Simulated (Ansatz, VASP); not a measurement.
**Two plane-wave programs on NaCl**

The input INCAR:

```
SYSTEM = NaCl
PREC     = Accurate       ! precision mode
ENCUT    = 520            ! plane-wave cutoff, eV
EDIFF    = 1E-6           ! SCF threshold, eV
ISMEAR   = 0              ! smearing method
SIGMA    = 0.027000000000000003 ! smearing width, eV
LREAL    = .FALSE.        ! projectors in reciprocal space
LASPH    = .TRUE.         ! aspherical terms in the spheres
NELM     = 60             ! most SCF steps
ALGO     = Normal         ! electronic algorithm
ISIF     = 2              ! what is computed and relaxed
LWAVE    = .FALSE.        ! write WAVECAR
LCHARG   = .FALSE.        ! write CHGCAR
GGA      = PE             ! functional
NBANDS   = 14             ! bands
```

File KPOINTS:

```
regular mesh
0
G
  8 8 8
  0 0 0
```

The input POSCAR:

```
NaCl
1.0
    3.5021900000      0.0000000000      0.0000000000
    0.0000000000      3.5021900000      0.0000000000
    0.0000000000      0.0000000000      3.5021900000
Cl Na
1 1
Direct
    0.5000000000      0.5000000000      0.5000000000
    0.0000000000      0.0000000000      0.0000000000
```

The input input.yaml:

```yaml
crystal:
  lattice:
    - [3.50219, 0.0, 0.0]
    - [0.0, 3.50219, 0.0]
    - [0.0, 0.0, 3.50219]
  atoms:
    - { symbol: Cl, position: [0.5, 0.5, 0.5] }
    - { symbol: Na, position: [0.0, 0.0, 0.0] }
hamiltonian:
  xc: pbe
  pseudopotentials: { kind: paw }
kpoints:
  mp_grid: { grid: [8, 8, 8] }
scf:
  occupations: { method: gaussian, width: 0.027 }
output:
  forces: true
  stress: true
  eigenvalues: true
```

Alike in both runs: task single point; functional PBE; k mesh 8 × 8 × 8; occupations gaussian, width 0.027 eV; no spin polarisation.

|  | VASP | Ansatz |
| --- | --- | --- |
| version | VASP 6.6.1 | Ansatz 0.2.0 |
| potentials or method | VASP PAW PBE potentials, release 64 (Cl, Na_pv) | Ansatz PAW |
| plane-wave cutoff (eV) | 520 | 420 |
| valence electrons in the cell | 14 | 16 |

```tsv
	VASP	Ansatz	Ansatz less VASP
gap on the k mesh at the Fermi level (eV)	3.98	3.98	0.000
least direct gap on the mesh (eV)	4.47	4.47	0.000
pressure (GPa)	0.1	0.1	+0.05
```

VASP's potentials hold 14 valence electrons a cell and Ansatz's 16, so a difference there can come from the potentials and not from the codes.
